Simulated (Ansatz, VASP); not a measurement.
## One calculation of NbIn2Se3, two programs

INCAR

```
  PREC = Accurate
  ENCUT = 500
  EDIFF = 1E-7
  ISMEAR = 0
  SIGMA = 0.15
  LREAL = F
  LASPH = T
  NELM = 120
  ALGO = Normal
  ISIF = 3
  LWAVE = F
  LCHARG = F
  GGA = PE
  IBRION = 2
  NSW = 36
  EDIFFG = -0.08
  GGA_COMPAT = F
  NELMIN = 4
```

Contents of KPOINTS:

```
Automatic mesh
0
Gamma
  3 3 2
```

The input POSCAR:

```
NbIn2Se3
1.0
    4.7127886000      0.0000000000      0.0000000000
   -2.3563943000      4.0813946500      0.0000000000
    0.0000000000      0.0000000000      8.2012024700
Nb In Se
1 2 3
Direct
    0.6666666700      0.3333333300      0.0000000000
    0.6666666700      0.3333333300      0.5000000000
    0.3333333300      0.6666666700      0.5000000000
    0.0000000000      0.0000000000      0.0000000000
    0.0000000000      0.0000000000      0.6510372300
    0.0000000000      0.0000000000      0.3489627700
```

Input for Ansatz:

```yaml
crystal:
  lattice:
    - [4.7127886, 0.0, 0.0]
    - [-2.3563943, 4.08139465, 0.0]
    - [0.0, 0.0, 8.20120247]
  atoms:
    - { symbol: Nb, position: [0.66666667, 0.33333333, 0.0] }
    - { symbol: In, position: [0.66666667, 0.33333333, 0.5] }
    - { symbol: In, position: [0.33333333, 0.66666667, 0.5] }
    - { symbol: Se, position: [0.0, 0.0, 0.0] }
    - { symbol: Se, position: [0.0, 0.0, 0.65103723] }
    - { symbol: Se, position: [0.0, 0.0, 0.34896277] }
basis:
  ecutwfc: 420
kpoints:
  mp_grid: { grid: [3, 3, 2] }
hamiltonian:
  xc: pbe
scf:
  occupations: { method: gaussian, width: 0.15 }
  lower_state_search: "off"
output:
  forces: true
  stress: true
  eigenvalues: true
relax:
  adjacent_minimum: "off"
  f_tol: 0.08
  max_steps: 16
  cell: { stress_tol: 0.8 }
```

Alike in both runs: task relaxation of cell and atoms; functional PBE; k mesh 3 × 3 × 2; occupations gaussian, width 0.15 eV; no spin polarisation.

|  | VASP | Ansatz |
| --- | --- | --- |
| version | VASP 6.6.1 | Ansatz 0.2.0 |
| potentials or method | VASP PAW PBE potentials, release 64 (Nb_sv, In_d, Se), cutoff 500 eV | scalar-relativistic, plane waves, PAW |
| valence electrons in the cell | 57 | 87 |

Ansatz gave:

| Item | Value |
| --- | --- |
| gap on the k mesh at the Fermi level, each at its own relaxed structure (eV) | none |
| relaxed volume (Å³/atom) | 28.43 |
| relaxed length of the cell vector where the two differ most in proportion (Å) | 9.369 |

Problem. Which values does VASP return?

Solution. gap on the k mesh at the Fermi level, each at its own relaxed structure (eV): none; relaxed volume (Å³/atom): 28.51; relaxed length of the cell vector where the two differ most in proportion (Å): 9.384.

A gap of «none» marks a metal or a gap that the smearing closes. VASP's potentials hold 57 valence electrons a cell and Ansatz's 87, so a difference there can come from the potentials and not from the codes.

The k mesh is coarse, so the values compare programs but aren't converged.
